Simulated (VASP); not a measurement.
A run of VASP 6.6.1:

The input POSCAR:

```
TlCl
1.0
    3.9000000000      0.0000000000      0.0000000000
    0.0000000000      3.9000000000      0.0000000000
    0.0000000000      0.0000000000      3.9000000000
Tl Cl
1 1
Direct
    0.0000000000      0.0000000000      0.0000000000
    0.5000000000      0.5000000000      0.5000000000
```

The input INCAR.step1:

```
SYSTEM = TlCl
PREC     = Accurate       ! precision mode
ENCUT    = 400            ! plane-wave cutoff, eV
EDIFF    = 1E-5           ! SCF threshold, eV
ISMEAR   = -1             ! smearing method
SIGMA    = 0.02           ! smearing width, eV
LREAL    = .False.        ! projectors in reciprocal space
LASPH    = .True.         ! aspherical terms in the spheres
NELM     = 120            ! most SCF steps
ALGO     = Normal         ! electronic algorithm
ISIF     = 2              ! what is computed and relaxed
LWAVE    = .True.         ! write WAVECAR
LCHARG   = .False.        ! write CHGCAR
GGA      = PE             ! functional
NBANDS   = 17             ! bands
GGA_COMPAT= .False.
```

File INCAR.step2:

```
SYSTEM = TlCl
PREC     = Accurate       ! precision mode
ENCUT    = 400            ! plane-wave cutoff, eV
EDIFF    = 1E-6           ! SCF threshold, eV
ISMEAR   = -1             ! smearing method
SIGMA    = 0.02           ! smearing width, eV
LREAL    = .False.        ! projectors in reciprocal space
LASPH    = .True.         ! aspherical terms in the spheres
NELM     = 120            ! most SCF steps
ALGO     = Normal         ! electronic algorithm
ISIF     = 2              ! what is computed and relaxed
LWAVE    = .False.        ! write WAVECAR
LCHARG   = .False.        ! write CHGCAR
GGA      = PE             ! functional
LHFCALC  = .True.         ! exact exchange
HFSCREEN = 0.2079         ! screening, 1/A
PRECFOCK = Normal       
ISTART   = 1            
NBANDS   = 17             ! bands
GGA_COMPAT= .False.
```

File KPOINTS:

```
regular mesh
0
Gamma
  6 6 6
  0 0 0
```

Potentials or basis: VASP PAW PBE potentials, release 64 (Tl_d, Cl).

Run with:

```console
$ cat potpaw_PBE.64/Tl_d/POTCAR potpaw_PBE.64/Cl/POTCAR > POTCAR
$ cp INCAR.step1 INCAR
$ mpirun -np 1 vasp_std > vasp.out
$ cp INCAR.step2 INCAR
$ mpirun -np 1 vasp_std > vasp.out
```

Hardware: 1 thread of Intel(R) Xeon(R) Platinum 8259CL CPU @ 2.50GHz (Skylake/Cascade Lake), with other jobs on the host.

Q: How long does it take, and how much memory?

A: It took 35 min on 1 thread of Intel(R) Xeon(R) Platinum 8259CL CPU @ 2.50GHz (Skylake/Cascade Lake), with other jobs on the host, peak memory 0.28 GiB. Counts: k points 20.
